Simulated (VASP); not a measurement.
# Al4Co in VASP: further runs, part 2 of 2

VASP 6.6.1. The steps go on from the part before.

## 3. Single point, PBE

INCAR

```
SYSTEM = Al4Co
  ALGO = Fast
  EDIFF = 1E-6
  ENCUT = 520
  GGA = PE
  ISIF = 2
  ISMEAR = 0
  LASPH = .True.
  LCHARG = .False.
  LREAL = .False.
  LWAVE = .False.
  NBANDS = 32
  NELM = 60
  PREC = Accurate
  SIGMA = 0.1
```

KPOINTS

```
k-points
0
Gamma
  8 8 4
  0 0 0
```

POSCAR

```
Al4Co
1.0
    4.1692517014      0.0000000000      0.0000000000
    0.0000000000      4.1692517014      0.0000000000
    0.0000000000      0.0000000000      8.9820333327
Al Co
8 2
Direct
    0.0000000000      0.0000000000      0.0000000000
    0.5000000000      0.5000000000      0.0000000000
    0.0000000000      0.5000000000      0.4847329479
    0.5000000000      0.0000000000      0.5152670521
    0.0000000000      0.0000000000      0.2939222802
    0.5000000000      0.5000000000      0.2939222802
    0.5000000000      0.5000000000      0.7060777198
    0.0000000000      0.0000000000      0.7060777198
    0.0000000000      0.5000000000      0.1756996739
    0.5000000000      0.0000000000      0.8243003261
```

Potentials or basis: VASP PAW PBE potentials, release 64 (Al, Co).

Run with:

```console
$ cat potpaw_PBE.64/Al/POTCAR potpaw_PBE.64/Co/POTCAR > POTCAR
$ mpirun -np 1 vasp_std > vasp.out
```

OUTCAR:

```text
SYSTEM = Al4Co
   EDIFF = 1E-6
   ENCUT = 520
   GGA = PE
   ISIF = 2
   ISMEAR = 0
   LASPH = .True.
   LREAL = .False.
   NELM = 60
   PREC = Accurate

 ion  position               nearest neighbor table
   1  0.000  0.000  0.000-   9 2.61  10 2.61   9 2.61  10 2.61   5 2.64   8 2.64   2 2.95   2 2.95
                             2 2.95   2 2.95
   2  0.500  0.500  0.000-   9 2.61  10 2.61  10 2.61   9 2.61   6 2.64   7 2.64   1 2.95   1 2.95
                             1 2.95   1 2.95
   3  0.000  0.500  0.485-   5 2.70   6 2.70   5 2.70   6 2.70   9 2.78   8 2.88   8 2.88   7 2.88
                             7 2.88   4 2.96   4 2.96   4 2.96   4 2.96
   4  0.500  0.000  0.515-   7 2.70   8 2.70   7 2.70   8 2.70  10 2.78   6 2.88   6 2.88   5 2.88
                             5 2.88   3 2.96   3 2.96   3 2.96   3 2.96
   5  0.000  0.000  0.294-   9 2.34   9 2.34   1 2.64   3 2.70   3 2.70   4 2.88   4 2.88   6 2.95
                             6 2.95   6 2.95   6 2.95
   6  0.500  0.500  0.294-   9 2.34   9 2.34   2 2.64   3 2.70   3 2.70   4 2.88   4 2.88   5 2.95
                             5 2.95   5 2.95   5 2.95
   7  0.500  0.500  0.706-  10 2.34  10 2.34   2 2.64   4 2.70   4 2.70   3 2.88   3 2.88   8 2.95
                             8 2.95   8 2.95   8 2.95
   8  0.000  0.000  0.706-  10 2.34  10 2.34   1 2.64   4 2.70   4 2.70   3 2.88   3 2.88   7 2.95
                             7 2.95   7 2.95   7 2.95
   9  0.000  0.500  0.176-   5 2.34   6 2.34   5 2.34   6 2.34   1 2.61   1 2.61   2 2.61   2 2.61
                             3 2.78
  10  0.500  0.000  0.824-   7 2.34   8 2.34   7 2.34   8 2.34   2 2.61   1 2.61   1 2.61   2 2.61
                             4 2.78

  LATTYP: Found a simple tetragonal cell.
 ALAT       =     4.1692517014
 C/A-ratio  =     2.1543514223

  Lattice vectors:

 A1 = (   4.1692517014,   0.0000000000,   0.0000000000)
 A2 = (   0.0000000000,   4.1692517014,   0.0000000000)
 A3 = (   0.0000000000,   0.0000000000,   8.9820333327)

Analysis of symmetry for initial positions (statically):
=====================================================================
 Subroutine PRICEL returns:
 Original cell was already a primitive cell.

 Routine SETGRP: Setting up the symmetry group for a
 simple tetragonal supercell.

 Subroutine GETGRP returns: Found 16 space group operations
 (whereof  8 operations were pure point group operations)
 out of a pool of 16 trial point group operations.

The static configuration has the point symmetry D_2d.
 The point group associated with its full space group is D_4h.

Analysis of symmetry for dynamics (positions and initial velocities):
=====================================================================
 Subroutine PRICEL returns:
 Original cell was already a primitive cell.

 Routine SETGRP: Setting up the symmetry group for a
 simple tetragonal supercell.

 Subroutine GETGRP returns: Found 16 space group operations
 (whereof  8 operations were pure point group operations)
 out of a pool of 16 trial point group operations.

The dynamic configuration has the point symmetry D_2d.
 The point group associated with its full space group is D_4h.

 Subroutine INISYM returns: Found 16 space group operations
 (whereof  8 operations are pure point group operations),
 and found     1 'primitive' translations

[... 71 lines left out ...]
  0.500000  0.000000  0.000000      2.000000
  0.125000  0.125000  0.000000      4.000000
[... 16 lines left out ...]
  0.375000  0.125000  0.250000     16.000000
  0.500000  0.125000  0.250000      8.000000
 [... further k-points ...]
   k-points           NKPTS =     45   k-points in BZ     NKDIM =     45   number of bands    NBANDS=     32
   number of dos      NEDOS =    301   number of ions     NIONS =     10
   total plane-waves  NPLWV =  71680
   dimension x,y,z NGX =    32 NGY =   32 NGZ =   70
   dimension x,y,z NGXF=    64 NGYF=   64 NGZF=  140
   ions per type =               8   2
   NGX,Y,Z   is equivalent  to a cutoff of  12.76, 12.76, 12.96 a.u.
   NGXF,Y,Z  is equivalent  to a cutoff of  25.52, 25.52, 25.91 a.u.
 SYSTEM =  Al4Co
   PREC   = accura    normal or accurate (medium, high low for compatibility)
   ISTART =      0    job   : 0-new  1-cont  2-samecut
   ICHARG =      2    charge: 1-file 2-atom 10-const
   ISPIN  =      1    spin polarized calculation?
   LNONCOLLINEAR =      F non collinear calculations
   LSORBIT =      F    spin-orbit coupling
   LASPH  =      T    aspherical Exc in radial PAW
   ENCUT  =  520.0 eV  38.22 Ry    6.18 a.u.   7.75  7.75 16.70*2*pi/ulx,y,z
   NELM   =     60;   NELMIN=  2; NELMDL= -5     # of ELM steps
   EDIFF  = 0.1E-05   stopping-criterion for ELM
   LREAL  =      F    real-space projection
   EDIFFG = 0.1E-04   stopping-criterion for IOM
   NSW    =      0    number of steps for IOM
   IBRION =     -1    ionic relax: 0-MD 1-quasi-New 2-CG
   NFREE  =      0    steps in history (QN), initial steepest desc. (CG)
   ISIF   =      2    stress and relaxation
   ISYM   =      2    0-nonsym 1-usesym 2-fastsym
   POTIM  = 0.5000    time-step for ionic-motion
   TEBEG  =    0.0;   TEEND  =   0.0 temperature during run
   PSTRESS=    0.0 pullay stress
   NELECT =      42.0000    total number of electrons
   NUPDOWN=      -1.0000    fix difference up-down
   EMIN   =  10.00;   EMAX   =-10.00  energy-range for DOS
   EFERMI =   0.00;   METHOD = LEGACY
   ISMEAR =     0;   SIGMA  =   0.10  broadening in eV -4-tet -1-fermi 0-gaus
   EFERMI_NEDOS =   21; number of points for ismear=-14 and -15
   IALGO  =     68    algorithm
   IMIX   =      4    mixing-type and parameters
     AMIX     =   0.40;   BMIX     =  1.00
     AMIX_MAG =   1.60;   BMIX_MAG =  1.00
  volume/ion in A,a.u.               =      15.61       105.36
  Fermi-wavevector in a.u.,A,eV,Ry     =   1.056804  1.997069 15.195448  1.116834
  Thomas-Fermi vector in A             =   2.192053
   LORBIT       =      0    0 simple, 1 ext, 2 COOP (PROOUT), +10 PAW based schemes
   GGA     = PE    functional components
   LHFCALC =     F    Hartree Fock is set to
   AEXX    =    0.0000 exact exchange contribution
   IVDW    =     0    specifies the selected vdW correction
   LEPSILON=     F    determine dielectric tensor
   LRPA    =     F    only Hartree local field effects (RPA)
 non-spin polarized calculation
 RMM-DIIS sequential band-by-band and
 Gauss-broadening in eV      SIGMA  =   0.10
  energy-cutoff  :      520.00
  volume of cell :      156.13
 maximum number of plane-waves:      4224
 NGX is ok and might be reduce to    32
   NGX = 15   NGY = 15   NGZ = 33

 number of electron      42.0000000 magnetization

 Free energy of the ion-electron system (eV)
  ---------------------------------------------------
  ext. energy  EPLUGINS =         0.00000000
  ---------------------------------------------------
  free energy    TOTEN  =       -46.31978080 eV

  energy without entropy =      -46.30567470  energy(sigma->0) =      -46.31272775

 E-fermi :   7.7549     XC(G=0): -10.4737

 val. band max:        7.7358349818   @ k =   0.3750   0.0000   0.2500
 cond. band min:       7.7743113843   @ k =   0.0000   0.0000   0.0000
 fundamental gap:      0.0384764024
 Fermi energy:         7.7549046816

 k-point     1 :       0.0000    0.0000    0.0000
  band No.  band energies     occupation
      1      -3.0393      2.00000
      2      -0.9884      2.00000
      3      -0.5226      2.00000
      4       3.7576      2.00000
      5       3.8719      2.00000
      6       4.4466      2.00000
[... 829 lines left out ...]
     31      12.2007      0.00000
     32      12.2007      0.00000

 [... further k-points ...]
[... 5 lines left out ...]
  --------------------------------------------------------------------------------------
  -------------------------------------------------------------------------------------
  Total        0.1179761      0.1179761      0.1758807      0.0000000      0.0000000      0.0000000
  in kB        1.2106363      1.2106363      1.8048361      0.0000000      0.0000000      0.0000000
  external PRESSURE =       1.4087029 kB  Pullay stress =       0.0000000 kB

 VOLUME and BASIS-vectors are now :
 -----------------------------------------------------------------------------
  energy-cutoff  :      520.00
  volume of cell :      156.13
      direct lattice vectors                 reciprocal lattice vectors
     4.169251701  0.000000000  0.000000000     0.239851194  0.000000000  0.000000000
     0.000000000  4.169251701  0.000000000     0.000000000  0.239851194  0.000000000
     0.000000000  0.000000000  8.982033333     0.000000000  0.000000000  0.111333366

 POSITION                                       TOTAL-FORCE (eV/Angst)
 -----------------------------------------------------------------------------------
      0.00000      0.00000      0.00000        -0.000000      0.000000      0.000000
      2.08463      2.08463      0.00000         0.000000     -0.000000      0.000000
      0.00000      2.08463      4.35389         0.000000      0.000000      0.014289
      2.08463      0.00000      4.62815         0.000000     -0.000000     -0.014289
      0.00000      0.00000      2.64002         0.000000     -0.000000      0.004590
      2.08463      2.08463      2.64002         0.000000     -0.000000      0.004590
      2.08463      2.08463      6.34201         0.000000      0.000000     -0.004590
      0.00000      0.00000      6.34201         0.000000      0.000000     -0.004590
      0.00000      2.08463      1.57814         0.000000      0.000000     -0.021175
      2.08463      0.00000      7.40389        -0.000000      0.000000      0.021175
 -----------------------------------------------------------------------------------
    total drift:                                0.000000      0.000000     -0.000000

  FREE ENERGIE OF THE ION-ELECTRON SYSTEM (eV)
  ---------------------------------------------------
  free  energy   TOTEN  =       -46.3197807982 eV

  energy  without entropy=      -46.3056747039  energy(sigma->0) =      -46.31272775
```

Run time: 3.1 min. Hardware: 1 thread of Intel Xeon Platinum 8488C (Sapphire Rapids), shared host; peak memory 0.35 GiB.

Results:

```
Free energy            : -46.3198 eV
Pressure               : 0.1 GPa
Largest force          : 0.021 eV/Å
Band gap on the k mesh : zero (bands 21 and 22 overlap by 2.12 eV)
```

Forces in eV/Å, atoms in the order of the input:
```
Al   0.000  0.000  0.000
Al   0.000  0.000  0.000
Al   0.000  0.000  0.014
Al   0.000  0.000 -0.014
Al   0.000  0.000  0.005
Al   0.000  0.000  0.005
Al   0.000  0.000 -0.005
Al   0.000  0.000 -0.005
Co   0.000  0.000 -0.021
Co   0.000  0.000  0.021
```

Caveat: the run has no spin polarisation, though such a crystal can be magnetic. Spin polarisation is off, so any magnetic state and its effect on volume and gap are missing.

The gap in the log of VASP goes by the Fermi energy; the results here count the filled bands.